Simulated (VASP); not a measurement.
Crystal: Sn2PdSe5.

```
Sn Pd Se
1.0
     2.35000   -6.45000    0.00000
     2.35000    6.45000    0.00000
     0.00000    0.00000   13.35000
Sn Pd Se
4 2 10
Direct
  0.13500 0.86500 0.93500
  0.13500 0.86500 0.56500
  0.86500 0.13500 0.43500
  0.86500 0.13500 0.06500
  0.81000 0.19000 0.75000
  0.19000 0.81000 0.25000
  0.68900 0.31100 0.93000
  0.95200 0.04800 0.88500
  0.68900 0.31100 0.57000
  0.95200 0.04800 0.61500
  0.23500 0.76500 0.75000
  0.31100 0.68900 0.43000
  0.04800 0.95200 0.38500
  0.31100 0.68900 0.07000
  0.04800 0.95200 0.11500
  0.76500 0.23500 0.25000
```

```yaml
Program: VASP 6.6.1
Task: relaxation of cell and atoms
Functional: PBE
Potentials_or_basis: VASP PAW PBE potentials, release 64 (Sn_d, Pd, Se)
Cutoff: 600 eV
k_mesh: 3 × 3 × 1
Occupations: gaussian, width 0.15 eV
Spin: no spin polarisation
```

At the start: pressure 11.2 GPa; volume 25.29 Å³/atom.

Task: Where does the relaxation end?

Result: Over 16 steps the energy falls by 318.5 meV/atom and the volume is 28.57 Å³/atom (+13.0 %); space group Cmcm (No. 63, to 0.1 Å) before and after.

Step by step:
| step | energy change (eV) | largest force (eV/Å) | pressure (GPa) | volume (Å³) |
| --- | --- | --- | --- | --- |
| 1 | 0.0000 | 2.0110 | 11.18 | 404.71 |
| 2 | -3.3468 | 0.7717 | -4.43 | 515.05 |
| 3 | -3.6468 | 0.8707 | -2.02 | 482.47 |
| 4 | -4.3550 | 0.9335 | -0.20 | 466.07 |
| 5 | -4.4408 | 0.9617 | 0.98 | 458.72 |
| 6 | -4.7884 | 0.7980 | 0.39 | 462.03 |
| 7 | -4.8536 | 0.7270 | 0.22 | 464.17 |
| 8 | -4.9762 | 0.4249 | -0.86 | 467.59 |
| 9 | -4.9788 | 0.3731 | -1.01 | 468.13 |
| 10 | -5.0499 | 0.1658 | 0.15 | 455.45 |
| 11 | -5.0499 | 0.1612 | 0.18 | 455.24 |
| 12 | -5.0672 | 0.1273 | 0.11 | 455.94 |
| 13 | -5.0694 | 0.1948 | 0.07 | 456.29 |
| 14 | -5.0831 | 0.1341 | -0.24 | 457.96 |
| 15 | -5.0868 | 0.0889 | -0.49 | 459.41 |
| 16 | -5.0957 | 0.0664 | -0.27 | 457.16 |

Final structure:
```
Sn Pd Se
1.0
     2.69233   -6.77037    0.00000
     2.69233    6.77037    0.00000
     0.00000    0.00000   12.53997
Sn Pd Se
4 2 10
Direct
  0.13814 0.86186 0.93074
  0.13814 0.86186 0.56926
  0.86186 0.13814 0.43074
  0.86186 0.13814 0.06926
  0.79230 0.20770 0.75000
  0.20770 0.79230 0.25000
  0.69299 0.30701 0.92065
  0.94392 0.05608 0.87449
  0.69299 0.30701 0.57935
  0.94392 0.05608 0.62551
  0.26063 0.73937 0.75000
  0.30701 0.69299 0.42065
  0.05608 0.94392 0.37449
  0.30701 0.69299 0.07935
  0.05608 0.94392 0.12551
  0.73937 0.26063 0.25000
```

Caveat: the k points lie up to 0.50 Å⁻¹ apart in the final cell, too coarse for converged energies and pressures of a metal; the relaxation stopped at a loose force limit of 0.08 eV/Å, so its end isn't a converged minimum.
